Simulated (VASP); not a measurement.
Set up this calculation in VASP 6.6.1, as the native input.

```
Task                   : single point
Functional             : PBE
Potentials or basis    : VASP PAW PBE potentials, release 64 (B, As)
Cutoff                 : 520 eV
k mesh                 : 7 × 7 × 7
Occupations            : gaussian, width 0.01 eV
Spin                   : no spin polarisation
Dipole correction      : no
Further INCAR settings : ALGO = Normal; EDIFF = 1e-07; NBANDS = 11
```

The structure of BAs lies in POSCAR:

```
BAs
1.0
    0.0000000000      2.3885000000      2.3885000000
    2.3885000000      0.0000000000      2.3885000000
    2.3885000000      2.3885000000      0.0000000000
B As
1 1
Direct
    0.0000000000      0.0000000000      0.0000000000
    0.2500000000      0.2500000000      0.2500000000
```

These files were run (other wordings do the same):

INCAR

```
PREC = Accurate
ENCUT = 520
EDIFF = 1E-7
ISMEAR = 0
SIGMA = 0.01
LREAL = F
LASPH = T
NELM = 60
ALGO = Normal
ISIF = 2
LWAVE = F
LCHARG = F
GGA = PE
NBANDS = 11
```

KPOINTS

```
Automatic mesh
0
Gamma
  7 7 7
```

Potentials or basis: VASP PAW PBE potentials, release 64 (B, As).

The run is started by

```console
$ cat potpaw_PBE.64/B/POTCAR potpaw_PBE.64/As/POTCAR > POTCAR
$ mpirun -np 1 vasp_std > vasp.out
```

It gave:

```
Pressure               : 3.4 GPa
Band gap on the k mesh : 1.20 eV, indirect (least direct gap 3.28 eV)
```

Wall time 16 s on 1 thread of Intel Xeon 8259CL (shared host), peak memory 0.15 GiB.
